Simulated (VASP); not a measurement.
# C (P1) in VASP: a series of runs

Runs on C. Level: PBE. Tasks: single point.

Program: VASP 6.6.1. These are calculated values, not measurements. Logs are shortened: lines on timing, memory, paths and dates and some standing lists are left out, and cuts for length are marked.

### 1 The cell of the first run

The typed cell holds 8 atoms: a = 2.568 Å, b = 8.685 Å, c = 8.716 Å, α = 120.12°, β = 91.15°, γ = 87.32°.

### 2 Single point, PBE

Input file INCAR:

```
ALGO = Normal ; EDIFF = 1E-6
ENCUT = 520 ; GGA = PE
ISIF = 2 ; ISMEAR = 0
LASPH = True ; LCHARG = True
LELF = True ; LREAL = False
LVHAR = True ; LWAVE = False
NBANDS = 26 ; NELM = 100
PREC = Accurate ; SIGMA = 0.1
```

Input file KPOINTS:

```
k-points
0
Gamma
  10 3 3
```

Input file POSCAR:

```
C
1.0
    0.0600120218      0.0048313227      2.5673094455
    8.6825913851     -0.0179521720      0.2027966094
   -4.3568761239      7.5481949030     -0.0872246492
C
8
Direct
    0.0822676516      0.0754644142      0.0323846620
    0.5822301360      0.0754478983      1.0323875533
    0.1464500082      0.9248368624      0.4677512061
    0.6463811459      0.9248207542      0.4677289249
   -0.2763758042      0.6994668561      0.0338710618
    0.2236456127      0.6993910846      0.0337575400
    0.0476923817      0.3002768695      0.4660600141
    0.5477088681      0.3002952605      0.4660590379
```

Potentials or basis: VASP PAW PBE potentials, release 64 (C).

Run with:

```sh
$ cat potpaw_PBE.64/C/POTCAR > POTCAR
$ mpirun -np 1 vasp_std > vasp.out
```

OUTCAR:

```text
EDIFF = 1E-6
   ENCUT = 520
   GGA = PE
   ISIF = 2
   ISMEAR = 0
   LASPH = True
   LREAL = False
   NELM = 100
   PREC = Accurate

 ion  position               nearest neighbor table
   1  0.082  0.075  0.032-   2 1.28   2 1.28
   2  0.582  0.075  0.032-   1 1.28   1 1.28
   3  0.146  0.925  0.468-   4 1.28   4 1.28
   4  0.646  0.925  0.468-   3 1.28   3 1.28
   5  0.724  0.699  0.034-   6 1.28   6 1.28
   6  0.224  0.699  0.034-   5 1.28   5 1.28
   7  0.048  0.300  0.466-   8 1.28   8 1.28
   8  0.548  0.300  0.466-   7 1.28   7 1.28

  LATTYP: Found a triclinic cell.
 ALAT       =     9.0367066388
 B/A-ratio  =     1.6685831555
 C/A-ratio  =     0.2841760169
 COS(alpha) =     0.0037125096
 COS(beta)  =     0.2648309299
 COS(gamma) =     0.8373115744

  Lattice vectors:

 A1 = (   4.2968641021,  -7.5530262257,  -2.4800847963)
 A2 = (   0.0311608627, -15.0784376340,  -0.0283473110)
 A3 = (  -0.0600120218,  -0.0048313227,  -2.5673094455)

Analysis of symmetry for initial positions (statically):
=====================================================================
 Subroutine PRICEL returns:
 Original cell was already a primitive cell.

 Routine SETGRP: Setting up the symmetry group for a
 triclinic supercell.

 Subroutine GETGRP returns: Found  1 space group operations
 (whereof  1 operations were pure point group operations)
 out of a pool of  2 trial point group operations.

The static configuration has the point symmetry C_1 .

Analysis of symmetry for dynamics (positions and initial velocities):
=====================================================================
 Subroutine PRICEL returns:
 Original cell was already a primitive cell.

 Routine SETGRP: Setting up the symmetry group for a
 triclinic supercell.

 Subroutine GETGRP returns: Found  1 space group operations
 (whereof  1 operations were pure point group operations)
 out of a pool of  2 trial point group operations.

The dynamic configuration has the point symmetry C_1 .

 Subroutine INISYM returns: Found  1 space group operations
 (whereof  1 operations are pure point group operations),
 and found     1 'primitive' translations
[... 105 lines left out ...]
   ENCUT  =  520.0 eV  38.22 Ry    6.18 a.u.   4.77 16.15 16.21*2*pi/ulx,y,z
   NELM   =    100;   NELMIN=  2; NELMDL= -5     # of ELM steps
   EDIFF  = 0.1E-05   stopping-criterion for ELM
   LREAL  =      F    real-space projection
   EDIFFG = 0.1E-04   stopping-criterion for IOM
   NSW    =      0    number of steps for IOM
   IBRION =     -1    ionic relax: 0-MD 1-quasi-New 2-CG
   NFREE  =      0    steps in history (QN), initial steepest desc. (CG)
   ISIF   =      2    stress and relaxation
   ISYM   =      2    0-nonsym 1-usesym 2-fastsym
   POTIM  = 0.5000    time-step for ionic-motion
   TEBEG  =    0.0;   TEEND  =   0.0 temperature during run
   PSTRESS=    0.0 pullay stress
   NELECT =      32.0000    total number of electrons
   NUPDOWN=      -1.0000    fix difference up-down
   EMIN   =  10.00;   EMAX   =-10.00  energy-range for DOS
   EFERMI =   0.00;   METHOD = LEGACY
   ISMEAR =     0;   SIGMA  =   0.10  broadening in eV -4-tet -1-fermi 0-gaus
   EFERMI_NEDOS =   21; number of points for ismear=-14 and -15
   IALGO  =     38    algorithm
   IMIX   =      4    mixing-type and parameters
     AMIX     =   0.40;   BMIX     =  1.00
     AMIX_MAG =   1.60;   BMIX_MAG =  1.00
  volume/ion in A,a.u.               =      21.00       141.68
  Fermi-wavevector in a.u.,A,eV,Ry     =   0.942006  1.780133 12.073477  0.887376
  Thomas-Fermi vector in A             =   2.069573
   LORBIT       =      0    0 simple, 1 ext, 2 COOP (PROOUT), +10 PAW based schemes
   GGA     = PE    functional components
   LHFCALC =     F    Hartree Fock is set to
   AEXX    =    0.0000 exact exchange contribution
   IVDW    =     0    specifies the selected vdW correction
   LEPSILON=     F    determine dielectric tensor
   LRPA    =     F    only Hartree local field effects (RPA)
 non-spin polarized calculation
 Gauss-broadening in eV      SIGMA  =   0.10
  energy-cutoff  :      520.00
  volume of cell :      167.96
 maximum number of plane-waves:      4538
   NGX =  9   NGY = 33   NGZ = 33

 number of electron      31.9999998 magnetization

 Free energy of the ion-electron system (eV)
  ---------------------------------------------------
  ext. energy  EPLUGINS =         0.00000000
  ---------------------------------------------------
  free energy    TOTEN  =       -65.86027356 eV

  energy without entropy =      -65.86027209  energy(sigma->0) =      -65.86027282

 E-fermi :  -1.3794     XC(G=0):  -6.2529

 val. band max:       -1.6618490863   @ k =   0.5000   0.0000  -0.0000
 cond. band min:      -1.0942063263   @ k =   0.5000   0.3333   0.3333
 fundamental gap:      0.5676427600
 Fermi energy:        -1.3794356697

 k-point     1 :       0.0000    0.0000    0.0000
  band No.  band energies     occupation
      1     -17.8177      2.00000
      2     -17.6265      2.00000
      3     -17.6241      2.00000
      4     -17.4670      2.00000
      5     -10.4276      2.00000
      6     -10.4083      2.00000
[... 685 lines left out ...]
     25       4.7919      0.00000
     26       5.7492      0.00000

 [... further k-points ...]

------------------------ aborting loop because EDIFF is reached ----------------------------------------

  FORCE on cell =-STRESS in cart. coord.  units (eV):
  Direction    XX          YY          ZZ          XY          YZ          ZX
  --------------------------------------------------------------------------------------
  -------------------------------------------------------------------------------------
  Total       -0.0802385     -0.0958466     -0.3530179     -0.0052703     -0.0005676     -0.0063751
  in kB       -0.7653855     -0.9142686     -3.3673945     -0.0502728     -0.0054140     -0.0608109
  external PRESSURE =      -1.6823495 kB  Pullay stress =       0.0000000 kB

 VOLUME and BASIS-vectors are now :
 -----------------------------------------------------------------------------
  energy-cutoff  :      520.00
  volume of cell :      167.96
      direct lattice vectors                 reciprocal lattice vectors
     0.060012022  0.004831323  2.567309445    -0.009104289 -0.000751498  0.389727074
     8.682591385 -0.017952172  0.202796609     0.115376534  0.066563610 -0.002822242
    -4.356876124  7.548194903 -0.087224649     0.000280232  0.132640798 -0.000256162

 POSITION                                       TOTAL-FORCE (eV/Angst)
 -----------------------------------------------------------------------------------
      0.51907      0.24349      0.22369        -0.000106     -0.001878     -0.004541
      0.54892      0.24593      1.50724         0.001582     -0.002053      0.004972
      6.00084      3.51478      0.52274        -0.002026      0.000832     -0.008272
      6.03079      3.51703      1.80621        -0.001364      0.002035      0.008102
      5.96904      0.24660      1.99666        -0.000463     -0.004570      0.007812
      5.93887      0.24333      0.71306         0.000826      0.003640     -0.007805
      0.57948      3.51275      0.14268         0.001460      0.000969     -0.004078
      0.60965      3.51516      1.42639         0.000090      0.001024      0.003811
 -----------------------------------------------------------------------------------
    total drift:                                0.000132      0.000129     -0.000588

  FREE ENERGIE OF THE ION-ELECTRON SYSTEM (eV)
  ---------------------------------------------------
  free  energy   TOTEN  =       -65.8602735580 eV

  energy  without entropy=      -65.8602720889  energy(sigma->0) =      -65.86027282
```

It took 4.1 min on 1 thread of Intel Xeon Platinum 8375C at 2.90GHz (Ice Lake), shared host; peak memory 0.35 GiB.

What came out:

```
Free energy   : -65.8603 eV
Pressure      : -0.2 GPa
Largest force : 0.009 eV/Å
```

Forces on the atoms (eV/Å):
```
C    0.000 -0.002 -0.005
C    0.002 -0.002  0.005
C   -0.002  0.001 -0.008
C   -0.001  0.002  0.008
C    0.000 -0.005  0.008
C    0.001  0.004 -0.008
C    0.001  0.001 -0.004
C    0.000  0.001  0.004
```

Stress tensor (GPa, compression positive):
```
-0.08 -0.01 -0.01
-0.01 -0.09  0.00
-0.01  0.00 -0.34
```

### 3 Single point, PBE

This run uses another cell than the first one: it holds 4 atoms, not 8.

Input file INCAR:

```
SYSTEM = C
  PREC = Accurate
  ENCUT = 520
  EDIFF = 1E-6
  ISMEAR = 0
  SIGMA = 0.02
  LREAL = .FALSE.
  LASPH = .TRUE.
  NELM = 80
  ALGO = Normal
  ISIF = 2
  LWAVE = .FALSE.
  LCHARG = .FALSE.
  GGA = PE
  NBANDS = 16
```

Input file KPOINTS:

```
regular mesh
0
G
  20 4 4
  0 0 0
```

Input file POSCAR:

```
C
1.0
    1.2838441403     -0.0006729643     -0.0005276130
    0.4010122268      8.5264000856     -0.0006241654
    0.2254110310      4.2311686025      7.3742514560
C
4
Direct
    0.1533727422      0.0506354298      0.0268506028
    0.2868776629      0.4488837077      0.4722155585
    0.4808966804      0.6682167799      0.0290426951
    0.0788529144      0.8322640824      0.4718911435
```

Potentials or basis: VASP PAW PBE potentials, release 64 (C).

Run with:

```sh
$ cat potpaw_PBE.64/C/POTCAR > POTCAR
$ mpirun -np 1 vasp_std > vasp.out
```

Run time: 64 s. Hardware: 1 thread of Intel Xeon 6975P-C (Granite Rapids), shared host; peak memory 0.28 GiB.

The run converged. Its results:

- Free energy: -32.9310 eV
- Pressure: -0.1 GPa
- Largest force: 0.005 eV/Å
- Band gap on the k mesh: zero (bands 8 and 9 overlap by 14.16 eV)

Forces on the atoms (eV/Å):
```
C    0.000  0.004  0.002
C    0.000 -0.001  0.002
C    0.000 -0.004 -0.002
C    0.000  0.001 -0.002
```

Stress tensor (GPa, compression positive):
```
-0.23  0.00  0.00
 0.00 -0.06  0.00
 0.00  0.00 -0.08
```

Levels at points of the mesh, in eV from the Fermi level:
```tsv
k point	band 6	band 7	band 8	band 9	band 10	band 11
(0.00, 0.00, 0.00)	-5.76	-5.60	-5.47	-4.80	-4.79	-4.72
(0.50, 0.00, 0.00)	8.61	8.62	8.83	11.00	11.02	11.08
(0.00, 0.50, 0.00)	-5.74	-5.58	-5.55	-4.86	-4.79	-4.70
(0.50, 0.50, 0.00)	8.60	8.61	8.84	11.01	11.03	11.07
(0.00, 0.00, 0.50)	-5.68	-5.64	-5.57	-4.94	-4.78	-4.66
(0.50, 0.00, 0.50)	8.60	8.60	8.85	11.01	11.03	11.07
(0.00, 0.50, 0.50)	-5.74	-5.59	-5.54	-4.86	-4.79	-4.71
(0.50, 0.50, 0.50)	8.60	8.62	8.83	11.01	11.02	11.08
```
